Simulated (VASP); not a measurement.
Here is a VASP 6.6.1 calculation.

Contents of INCAR:

```
SYSTEM = P
ALGO = Normal
EDIFF = 1E-7
ENCUT = 520
GGA = PS
ISIF = 2
ISMEAR = 0
IVDW = 12
LASPH = .TRUE.
LCHARG = .FALSE.
LREAL = .FALSE.
LWAVE = .FALSE.
NBANDS = 8
NELM = 80
PREC = Accurate
SIGMA = 0.15
```

Contents of KPOINTS:

```
k-points
0
G
  12 12 12
  0 0 0
```

The input POSCAR:

```
P
1.0
    4.4010920031      0.0000000000      0.0000000000
    0.0000000000      4.4010920031      0.0000000000
    0.0000000000      0.0000000000      4.4436700000
P
1
Direct
    0.0000000000      0.0000000000      0.0000000000
```

Potentials or basis: VASP PAW PBE potentials, release 64 (P).

Command:

```bash
$ cat potpaw_PBE.64/P/POTCAR > POTCAR
$ mpirun -np 1 vasp_std > vasp.out
```

Problem. Estimate the dispersion energy per atom.

Solution. -0.074 eV.

Problem. Predict the band gap on the k mesh.

Solution. Zero (an odd number of electrons rules out a gap without spin polarisation).

Problem. Estimate the pressure.

Solution. -3.4 GPa.

Stress tensor (GPa, compression positive):
```
-3.46  0.00  0.00
 0.00 -3.46  0.00
 0.00  0.00 -3.32
```

Caveat: the cell differs from its parent crystal (strain +0.030 along x and y, +0.015 along z); the cell stands under tension; the PAW data sets were made with another functional, which shifts forces and pressure a little.
